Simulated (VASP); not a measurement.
# TiRh (P4/mmm) in VASP: notebook

Runs on TiRh. Level: LDA. Tasks: single point.

Everything below comes from runs of VASP 6.6.1. Logs are shortened: lines on timing, memory, paths and dates and some standing lists are left out, and cuts for length are marked.

## (1) The cell of the first run

Symmetry: P4/mmm, No. 123, tetragonal system. Conventional cell: a = 2.988 Å, b = 2.988 Å, c = 3.350 Å, α = 90.00°, β = 90.00°, γ = 90.00°. Within 3.6 Å of Ti (site symmetry 4/mmm) lie 8 Rh at 2.70 Å and 6 Ti at 2.99 to 3.35 Å. Rh (site symmetry 4/mmm) has 8 Ti at 2.70 Å and 6 Rh at 2.99 to 3.35 Å within 3.6 Å.

## (2) Single point, LDA

Contents of INCAR:

```
SYSTEM = TiRh
  PREC = Accurate
  ENCUT = 520
  EDIFF = 1E-7
  ISMEAR = 0
  SIGMA = 0.15
  LREAL = .FALSE.
  LASPH = .TRUE.
  NELM = 60
  ALGO = Fast
  ISIF = 2
  LWAVE = .FALSE.
  LCHARG = .FALSE.
  NBANDS = 20
```

Contents of KPOINTS:

```
Automatic mesh
0
G
  16 16 14
  0 0 0
```

Contents of POSCAR:

```
TiRh
1.0
    2.9880000000      0.0000000000      0.0000000000
    0.0000000000      2.9880000000      0.0000000000
    0.0000000000      0.0000000000      3.3500000000
Ti Rh
1 1
Direct
    0.5000000000      0.5000000000      0.5000000000
    0.0000000000      0.0000000000      0.0000000000
```

Potentials or basis: VASP PAW LDA potentials, release 64 (Ti_sv, Rh_pv).

On the command line:

```console
$ cat potpaw_LDA.64/Ti_sv/POTCAR potpaw_LDA.64/Rh_pv/POTCAR > POTCAR
$ mpirun -np 1 vasp_std > vasp.out
```

OUTCAR:

```text
SYSTEM = TiRh
   PREC = Accurate
   ENCUT = 520
   EDIFF = 1E-7
   ISMEAR = 0
   LREAL = .FALSE.
   LASPH = .TRUE.
   NELM = 60
   ISIF = 2

 ion  position               nearest neighbor table
   1  0.500  0.500  0.500-   2 2.70   2 2.70   2 2.70   2 2.70   2 2.70   2 2.70   2 2.70   2 2.70

   2  0.000  0.000  0.000-   1 2.70   1 2.70   1 2.70   1 2.70   1 2.70   1 2.70   1 2.70   1 2.70

  LATTYP: Found a simple tetragonal cell.
 ALAT       =     2.9880000000
 C/A-ratio  =     1.1211512718

  Lattice vectors:

 A1 = (   2.9880000000,   0.0000000000,   0.0000000000)
 A2 = (   0.0000000000,   2.9880000000,   0.0000000000)
 A3 = (   0.0000000000,   0.0000000000,   3.3500000000)

Analysis of symmetry for initial positions (statically):
=====================================================================
 Subroutine PRICEL returns:
 Original cell was already a primitive cell.

 Routine SETGRP: Setting up the symmetry group for a
 simple tetragonal supercell.

 Subroutine GETGRP returns: Found 16 space group operations
 (whereof 16 operations were pure point group operations)
 out of a pool of 16 trial point group operations.

The static configuration has the point symmetry D_4h.

Analysis of symmetry for dynamics (positions and initial velocities):
=====================================================================
 Subroutine PRICEL returns:
 Original cell was already a primitive cell.

 Routine SETGRP: Setting up the symmetry group for a
 simple tetragonal supercell.

 Subroutine GETGRP returns: Found 16 space group operations
 (whereof 16 operations were pure point group operations)
 out of a pool of 16 trial point group operations.

The dynamic configuration has the point symmetry D_4h.

 Subroutine INISYM returns: Found 16 space group operations
 (whereof 16 operations are pure point group operations),
 and found     1 'primitive' translations

----------------------------------------------------------------------------------------

                                     Primitive cell

  volume of cell :      29.9093

  direct lattice vectors                    reciprocal lattice vectors
     2.988000000  0.000000000  0.000000000     0.334672021  0.000000000  0.000000000
     0.000000000  2.988000000  0.000000000     0.000000000  0.334672021  0.000000000
     0.000000000  0.000000000  3.350000000     0.000000000  0.000000000  0.298507463

  length of vectors
     2.988000000  2.988000000  3.350000000     0.334672021  0.334672021  0.298507463

  position of ions in fractional coordinates (direct lattice)
     0.500000000  0.500000000  0.500000000
     0.000000000  0.000000000  0.000000000

  ion indices of the primitive-cell ions
   primitive index   ion index
                 1           1
                 2           2

----------------------------------------------------------------------------------------

 KPOINTS: Automatic mesh

Automatic generation of k-mesh.
 Grid dimensions read from file:
 generate k-points for:   16   16   14

 Generating k-lattice:

  Cartesian coordinates                     Fractional coordinates (reciprocal lattice)
     0.020917001  0.000000000  0.000000000     0.062500000  0.000000000  0.000000000
     0.000000000  0.020917001  0.000000000     0.000000000  0.062500000  0.000000000
     0.000000000  0.000000000  0.021321962     0.000000000  0.000000000  0.071428571

  Length of vectors
     0.020917001  0.020917001  0.021321962

  Shift w.r.t. Gamma in fractional coordinates (k-lattice)
     0.000000000  0.000000000  0.000000000

 Subroutine IBZKPT returns following result:
 ===========================================

 Found    360 irreducible k-points:

 Following reciprocal coordinates:
            Coordinates               Weight
  0.000000  0.000000  0.000000      1.000000
  0.062500  0.000000  0.000000      4.000000
  0.125000  0.000000  0.000000      4.000000
  0.187500  0.000000  0.000000      4.000000
  0.250000  0.000000  0.000000      4.000000
  0.312500  0.000000  0.000000      4.000000
[... 16 lines left out ...]
  0.437500  0.125000  0.000000      8.000000
  0.500000  0.125000  0.000000      4.000000
 [... further k-points ...]
   k-points           NKPTS =    360   k-points in BZ     NKDIM =    360   number of bands    NBANDS=     20
   number of dos      NEDOS =    301   number of ions     NIONS =      2
   total plane-waves  NPLWV =  16128
   dimension x,y,z NGX =    24 NGY =   24 NGZ =   28
   dimension x,y,z NGXF=    48 NGYF=   48 NGZF=   56
   ions per type =               1   1
   NGX,Y,Z   is equivalent  to a cutoff of  13.35, 13.35, 13.90 a.u.
   NGXF,Y,Z  is equivalent  to a cutoff of  26.71, 26.71, 27.79 a.u.
 SYSTEM =  TiRh
   PREC   = accura    normal or accurate (medium, high low for compatibility)
   ISTART =      0    job   : 0-new  1-cont  2-samecut
   ICHARG =      2    charge: 1-file 2-atom 10-const
   ISPIN  =      1    spin polarized calculation?
   LNONCOLLINEAR =      F non collinear calculations
   LSORBIT =      F    spin-orbit coupling
   LASPH  =      T    aspherical Exc in radial PAW
   ENCUT  =  520.0 eV  38.22 Ry    6.18 a.u.   5.56  5.56  6.23*2*pi/ulx,y,z
   NELM   =     60;   NELMIN=  2; NELMDL= -5     # of ELM steps
   EDIFF  = 0.1E-06   stopping-criterion for ELM
   LREAL  =      F    real-space projection
   EDIFFG = 0.1E-05   stopping-criterion for IOM
   NSW    =      0    number of steps for IOM
   IBRION =     -1    ionic relax: 0-MD 1-quasi-New 2-CG
   NFREE  =      0    steps in history (QN), initial steepest desc. (CG)
   ISIF   =      2    stress and relaxation
   ISYM   =      2    0-nonsym 1-usesym 2-fastsym
   POTIM  = 0.5000    time-step for ionic-motion
   TEBEG  =    0.0;   TEEND  =   0.0 temperature during run
   PSTRESS=    0.0 pullay stress
   NELECT =      27.0000    total number of electrons
   NUPDOWN=      -1.0000    fix difference up-down
   EMIN   =  10.00;   EMAX   =-10.00  energy-range for DOS
   EFERMI =   0.00;   METHOD = LEGACY
   ISMEAR =     0;   SIGMA  =   0.15  broadening in eV -4-tet -1-fermi 0-gaus
   EFERMI_NEDOS =   21; number of points for ismear=-14 and -15
   IALGO  =     68    algorithm
   IMIX   =      4    mixing-type and parameters
     AMIX     =   0.40;   BMIX     =  1.00
     AMIX_MAG =   1.60;   BMIX_MAG =  1.00
  volume/ion in A,a.u.               =      14.95       100.92
  Fermi-wavevector in a.u.,A,eV,Ry     =   1.582198  2.989920 34.060139  2.503350
  Thomas-Fermi vector in A             =   2.682157
   LORBIT       =      0    0 simple, 1 ext, 2 COOP (PROOUT), +10 PAW based schemes
   GGA     = CA    functional components
   LHFCALC =     F    Hartree Fock is set to
   AEXX    =    0.0000 exact exchange contribution
   IVDW    =     0    specifies the selected vdW correction
   LEPSILON=     F    determine dielectric tensor
   LRPA    =     F    only Hartree local field effects (RPA)
 non-spin polarized calculation
 RMM-DIIS sequential band-by-band and
 Gauss-broadening in eV      SIGMA  =   0.15
  energy-cutoff  :      520.00
  volume of cell :       29.91
 maximum number of plane-waves:       824
 NGX is ok and might be reduce to    24
   NGX = 11   NGY = 11   NGZ = 13

 number of electron      26.9999994 magnetization

 Free energy of the ion-electron system (eV)
  ---------------------------------------------------
  ext. energy  EPLUGINS =         0.00000000
  ---------------------------------------------------
  free energy    TOTEN  =       -18.68830764 eV

  energy without entropy =      -18.65812988  energy(sigma->0) =      -18.67321876

 E-fermi :  10.4832     XC(G=0): -13.1752

 val. band max:       10.4781297612   @ k =   0.3125   0.1250   0.3571
 cond. band min:      10.4834355218   @ k =   0.5000   0.0625   0.0714
 fundamental gap:      0.0053057606
 Fermi energy:        10.4831539651

 k-point     1 :       0.0000    0.0000    0.0000
  band No.  band energies     occupation
      1     -46.2925      2.00000
      2     -36.0495      2.00000
      3     -36.0134      2.00000
      4     -36.0134      2.00000
      5     -22.8600      2.00000
      6     -22.7585      2.00000
[... 12 lines left out ...]
     19      16.9857      0.00000
     20      20.3453      0.00000

 k-point     2 :       0.0625    0.0000    0.0000
  band No.  band energies     occupation
      1     -46.2914      2.00000
      2     -36.0488      2.00000
      3     -36.0183      2.00000
      4     -36.0129      2.00000
      5     -22.8595      2.00000
      6     -22.7703      2.00000
[... 12 lines left out ...]
     19      17.2875      0.00000
     20      19.9842      0.00000

 k-point     3 :       0.1250    0.0000    0.0000
  band No.  band energies     occupation
      1     -46.2883      2.00000
      2     -36.0471      2.00000
      3     -36.0323      2.00000
      4     -36.0115      2.00000
      5     -22.8583      2.00000
      6     -22.8037      2.00000
[... 12 lines left out ...]
     19      18.0507      0.00000
     20      19.0717      0.00000

 k-point     4 :       0.1875    0.0000    0.0000
  band No.  band energies     occupation
      1     -46.2837      2.00000
      2     -36.0531      2.00000
      3     -36.0444      2.00000
      4     -36.0093      2.00000
      5     -22.8565      2.00000
      6     -22.8534      2.00000
[... 12 lines left out ...]
     19      17.9121      0.00000
     20      19.0722      0.00000

 k-point     5 :       0.2500    0.0000    0.0000
  band No.  band energies     occupation
      1     -46.2783      2.00000
      2     -36.0775      2.00000
      3     -36.0413      2.00000
      4     -36.0068      2.00000
      5     -22.9116      2.00000
      6     -22.8544      2.00000
[... 12 lines left out ...]
     19      16.7131      0.00000
     20      20.2393      0.00000
[... 353 lines left out ...]
      6     -22.8483      2.00000
[... 12 lines left out ...]
     19      16.0030      0.00000
     20      21.7407      0.00000

 k-point    22 :       0.3750    0.1250    0.0000
  band No.  band energies     occupation
      1     -46.2634      2.00000
      2     -36.1218      2.00000
      3     -36.0336      2.00000
      4     -36.0222      2.00000
      5     -23.0105      2.00000
      6     -22.8460      2.00000
[... 12 lines left out ...]
     19      15.0048      0.00000
     20      22.9596      0.00000

 k-point    23 :       0.4375    0.1250    0.0000
  band No.  band energies     occupation
      1     -46.2602      2.00000
      2     -36.1356      2.00000
      3     -36.0319      2.00000
      4     -36.0209      2.00000
      5     -23.0420      2.00000
      6     -22.8444      2.00000
[... 12 lines left out ...]
     19      14.3454      0.00000
     20      24.1347      0.00000

 k-point    24 :       0.5000    0.1250    0.0000
  band No.  band energies     occupation
      1     -46.2591      2.00000
      2     -36.1405      2.00000
      3     -36.0313      2.00000
      4     -36.0204      2.00000
      5     -23.0531      2.00000
      6     -22.8438      2.00000
[... 12 lines left out ...]
     19      14.1225      0.00000
     20      24.6491      0.00000

 [... further k-points ...]

------------------------ aborting loop because EDIFF is reached ----------------------------------------

  FORCE on cell =-STRESS in cart. coord.  units (eV):
  Direction    XX          YY          ZZ          XY          YZ          ZX
  --------------------------------------------------------------------------------------
  -------------------------------------------------------------------------------------
  Total       -2.2712398     -2.2712398     -1.9051494      0.0000000      0.0000000      0.0000000
  in kB     -121.6655389   -121.6655389   -102.0548459      0.0000000      0.0000000      0.0000000
  external PRESSURE =    -115.1286413 kB  Pullay stress =       0.0000000 kB

 VOLUME and BASIS-vectors are now :
 -----------------------------------------------------------------------------
  energy-cutoff  :      520.00
  volume of cell :       29.91
      direct lattice vectors                 reciprocal lattice vectors
     2.988000000  0.000000000  0.000000000     0.334672021  0.000000000  0.000000000
     0.000000000  2.988000000  0.000000000     0.000000000  0.334672021  0.000000000
     0.000000000  0.000000000  3.350000000     0.000000000  0.000000000  0.298507463

 POSITION                                       TOTAL-FORCE (eV/Angst)
 -----------------------------------------------------------------------------------
      1.49400      1.49400      1.67500         0.000000      0.000000      0.000000
      0.00000      0.00000      0.00000         0.000000      0.000000      0.000000
 -----------------------------------------------------------------------------------
    total drift:                                0.000000      0.000000     -0.000000

  FREE ENERGIE OF THE ION-ELECTRON SYSTEM (eV)
  ---------------------------------------------------
  free  energy   TOTEN  =       -18.6883076433 eV

  energy  without entropy=      -18.6581298815  energy(sigma->0) =      -18.67321876
```

It took 11 min on 1 thread of Intel Xeon 8259CL, shared host; peak memory 0.32 GiB.

Results:

* Free energy: -18.6883 eV
* Pressure: -11.5 GPa
* Band gap on the k mesh: zero (an odd number of electrons rules out a gap without spin polarisation)

Caveat: the cell stands under tension.

## (3) Single point, LDA

Contents of INCAR:

```
SYSTEM = TiRh
PREC = Accurate
ENCUT = 520
EDIFF = 1E-7
ISMEAR = 0
SIGMA = 0.15
LREAL = .FALSE.
LASPH = .TRUE.
NELM = 100
ALGO = Fast
ISIF = 2
LWAVE = .FALSE.
LCHARG = .FALSE.
GGA = CA
NBANDS = 20
```

Contents of KPOINTS:

```
regular mesh
0
G
  18 18 16
  0 0 0
```

POSCAR is that of step 2.

Potentials or basis: VASP PAW LDA potentials, release 64 (Ti_sv, Rh_pv).

On the command line:

```console
$ cat potpaw_LDA.64/Ti_sv/POTCAR potpaw_LDA.64/Rh_pv/POTCAR > POTCAR
$ mpirun -np 1 vasp_std > vasp.out
```

Run time: 14 min. Hardware: 1 thread of Intel Xeon 8259CL, shared host; peak memory 0.39 GiB.

It converged, with:

* Free energy: -18.6875 eV
* Pressure: -11.5 GPa
* Band gap on the k mesh: zero (an odd number of electrons rules out a gap without spin polarisation)

Stress tensor (GPa, compression positive):
```
-12.23   0.00   0.00
  0.00 -12.23   0.00
  0.00   0.00 -10.01
```

Levels at points of the mesh, in eV from the Fermi level:
```csv
k point,band 11,band 12,band 13,band 14,band 15,band 16
"(0.00, 0.00, 0.00)",-2.43,-2.43,-1.75,0.31,1.20,2.50
"(0.50, 0.00, 0.00)",-3.02,-2.40,-1.66,-0.95,-0.21,0.57
"(0.50, 0.50, 0.00)",-4.12,-0.43,0.65,1.45,1.45,1.98
"(0.00, 0.00, 0.50)",-2.24,-2.24,-1.34,-1.26,-0.44,0.75
"(0.50, 0.00, 0.50)",-3.13,-1.31,0.09,0.61,0.66,0.75
"(0.50, 0.50, 0.50)",-2.03,-1.56,-1.56,-1.00,-0.41,2.20
```

Caveat: the cell stands under tension.
